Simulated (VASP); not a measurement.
# Ag (I4/mmm) in VASP: a series of runs, part 2 of 2

VASP 6.6.1. The steps go on from the part before.

**4. Electric field gradients, LDA (zz strain of -1 %)**

Input file INCAR:

```
SYSTEM = Ag
PREC = Accurate ; ENCUT = 520
EDIFF = 1E-8 ; ISMEAR = -1
SIGMA = 0.05 ; LREAL = .False.
LASPH = .True. ; NELM = 100
ALGO = Normal ; ISIF = 2
LWAVE = .False. ; LCHARG = .False.
GGA = CA ; LEFG = .True.
NBANDS = 12
```

Input file KPOINTS:

```
Automatic mesh
0
Gamma
  15 15 15
  0 0 0
```

Input file POSCAR:

```
Ag
1.0
    0.0000000000      2.0431000000      2.0226690000
    2.0431000000      0.0000000000      2.0226690000
    2.0431000000      2.0431000000      0.0000000000
Ag
1
Direct
    0.0000000000      0.0000000000      0.0000000000
```

Potentials or basis: VASP PAW LDA potentials, release 64 (Ag).

Command:

```sh
$ cat potpaw_LDA.64/Ag/POTCAR > POTCAR
$ mpirun -np 1 vasp_std > vasp.out
```

OUTCAR:

```text
SYSTEM = Ag
   PREC = Accurate
   ENCUT = 520
   EDIFF = 1E-8
   ISMEAR = -1
   LREAL = .False.
   LASPH = .True.
   NELM = 100
   ISIF = 2
   GGA = CA

 ion  position               nearest neighbor table
   1  0.000  0.000  0.000-

  LATTYP: Found a body centered tetragonal cell.
 ALAT       =     2.8893797293
 C/A-ratio  =     1.4000714267

  Lattice vectors:

 A1 = (   0.0000000000,  -2.0431000000,  -2.0226690000)
 A2 = (   0.0000000000,   2.0431000000,  -2.0226690000)
 A3 = (   2.0431000000,   0.0000000000,   2.0226690000)

Analysis of symmetry for initial positions (statically):
=====================================================================
 Subroutine PRICEL returns:
 Original cell was already a primitive cell.

 Routine SETGRP: Setting up the symmetry group for a
 body centered tetragonal supercell.

 Subroutine GETGRP returns: Found 16 space group operations
 (whereof 16 operations were pure point group operations)
 out of a pool of 16 trial point group operations.

The static configuration has the point symmetry D_4h.

Analysis of symmetry for dynamics (positions and initial velocities):
=====================================================================
 Subroutine PRICEL returns:
 Original cell was already a primitive cell.

 Routine SETGRP: Setting up the symmetry group for a
 body centered tetragonal supercell.

 Subroutine GETGRP returns: Found 16 space group operations
 (whereof 16 operations were pure point group operations)
 out of a pool of 16 trial point group operations.

The dynamic configuration has the point symmetry D_4h.

 Subroutine INISYM returns: Found 16 space group operations
 (whereof 16 operations are pure point group operations),
[... 154 lines left out ...]
      4       3.5147      2.00000
      5       4.5091      2.00000
      6       4.5759      2.00000
      7      24.3265      0.00000
      8      27.8407      0.00000
      9      27.8407      0.00000
     10      27.9718      0.00000
     11      32.9276      0.00000
     12      33.8889      0.00000
[... 331 lines left out ...]
 k-point    24 :       0.2000    0.1333    0.0000
  band No.  band energies     occupation
      1       1.5453      2.00000
      2       3.0947      2.00000
      3       3.8341      2.00000
      4       3.8528      2.00000
      5       4.3035      2.00000
      6       4.7149      2.00000
      7      23.4027      0.00000
      8      25.0022      0.00000
      9      25.3513      0.00000
     10      26.9342      0.00000
     11      30.6860      0.00000
     12      33.5765      0.00000

 [... further k-points ...]
[... 5 lines left out ...]
  --------------------------------------------------------------------------------------
  -------------------------------------------------------------------------------------
  Total       -0.6658057     -0.6658057     -0.6613206      0.0000000     -0.0000000     -0.0000000
  in kB      -63.1719142    -63.1719142    -62.7463668      0.0000000     -0.0000000     -0.0000000
  external PRESSURE =     -63.0300651 kB  Pullay stress =       0.0000000 kB

 VOLUME and BASIS-vectors are now :
 -----------------------------------------------------------------------------
  energy-cutoff  :      520.00
  volume of cell :       16.89
      direct lattice vectors                 reciprocal lattice vectors
     0.000000000  2.043100000  2.022669000    -0.244726151  0.244726151  0.247198133
     2.043100000  0.000000000  2.022669000     0.244726151 -0.244726151  0.247198133
     2.043100000  2.043100000  0.000000000     0.244726151  0.244726151 -0.247198133

 POSITION                                       TOTAL-FORCE (eV/Angst)
 -----------------------------------------------------------------------------------
      0.00000      0.00000      0.00000         0.000000     -0.000000      0.000000
 -----------------------------------------------------------------------------------
    total drift:                               -0.000000      0.000000     -0.000000

  FREE ENERGIE OF THE ION-ELECTRON SYSTEM (eV)
  ---------------------------------------------------
  free  energy   TOTEN  =        -3.7631145094 eV

  energy  without entropy=       -3.7598059565  energy(sigma->0) =       -3.76146023

 Electric field gradients (V/A^2)
---------------------------------------------------------------------
 ion       V_xx      V_yy      V_zz      V_xy      V_xz      V_yz
---------------------------------------------------------------------
   1      -0.289    -0.289     0.577     0.000     0.001     0.001
---------------------------------------------------------------------

 Electric field gradients after diagonalization (V/A^2)
 (convention: |V_zz| > |V_xx| > |V_yy|)
----------------------------------------------------------------------
 ion       V_xx      V_yy      V_zz     asymmetry (V_yy - V_xx)/ V_zz
----------------------------------------------------------------------
   1      -0.289    -0.288     0.577       0.001
----------------------------------------------------------------------

           NMR quadrupolar parameters

 Cq : quadrupolar parameter    Cq=e*Q*V_zz/h
 eta: asymmetry parameters     (V_yy - V_xx)/ V_zz
 Q  : nuclear electric quadrupole moment in mb (millibarn)
----------------------------------------------------------------------
 ion       Cq(MHz)       eta       Q (mb)
----------------------------------------------------------------------
   1       0.001       0.001       1.000
----------------------------------------------------------------------
```

OSZICAR:

```text
N       E                     dE             d eps       ncg     rms          rms(c)
DAV:   1     0.513275848173E+02    0.51328E+02   -0.54824E+03  6988   0.829E+02
DAV:   2    -0.326313862762E+01   -0.54591E+02   -0.51441E+02  8032   0.195E+02
DAV:   3    -0.408081424825E+01   -0.81768E+00   -0.81716E+00  8132   0.251E+01
DAV:   4    -0.408325450981E+01   -0.24403E-02   -0.24402E-02  7956   0.144E+00
DAV:   5    -0.408327352473E+01   -0.19015E-04   -0.19015E-04  8148   0.113E-01    0.561E+00
DAV:   6    -0.377835669188E+01    0.30492E+00   -0.12484E+00  7436   0.985E+00    0.352E+00
DAV:   7    -0.376772232801E+01    0.10634E-01   -0.78915E-03  8028   0.851E-01    0.197E+00
DAV:   8    -0.376310374949E+01    0.46186E-02   -0.87311E-04  7948   0.229E-01    0.728E-02
DAV:   9    -0.376311532718E+01   -0.11578E-04   -0.71577E-06  8104   0.178E-02    0.153E-02
DAV:  10    -0.376311452747E+01    0.79971E-06   -0.17606E-06  8152   0.103E-02    0.243E-03
DAV:  11    -0.376311450846E+01    0.19010E-07   -0.35725E-08  7848   0.140E-03    0.575E-04
DAV:  12    -0.376311450940E+01   -0.93382E-09   -0.10357E-09  4804   0.300E-04
   1 F= -.37631145E+01 E0= -.37614602E+01  d E =-.330855E-02
```

Run time: 33 s. Hardware: 1 thread of AMD EPYC 9R14 (Zen 4), shared host; peak memory 0.14 GiB.

What came out:

```
Free energy : -3.7631 eV
Pressure    : -6.3 GPa
```

Levels at points of the mesh, in eV from the Fermi level:
| k point | band 3 | band 4 | band 5 | band 6 | band 7 | band 8 | band 9 | band 10 |
| --- | --- | --- | --- | --- | --- | --- | --- | --- |
| (0.00, 0.00, 0.00) | -4.97 | -4.91 | -3.91 | -3.84 | 15.91 | 19.42 | 19.42 | 19.55 |

Electric field gradients, principal values (V/Å²):
```
atom   least  middle  greatest (by size)
1 Ag  -0.288  -0.289               0.577
```

Caveat: the cell differs from its parent crystal (zz strain of -1 %); without QUAD_EFG the Cq values of the log hold for a quadrupole moment of 1 mb, not for the nuclei.
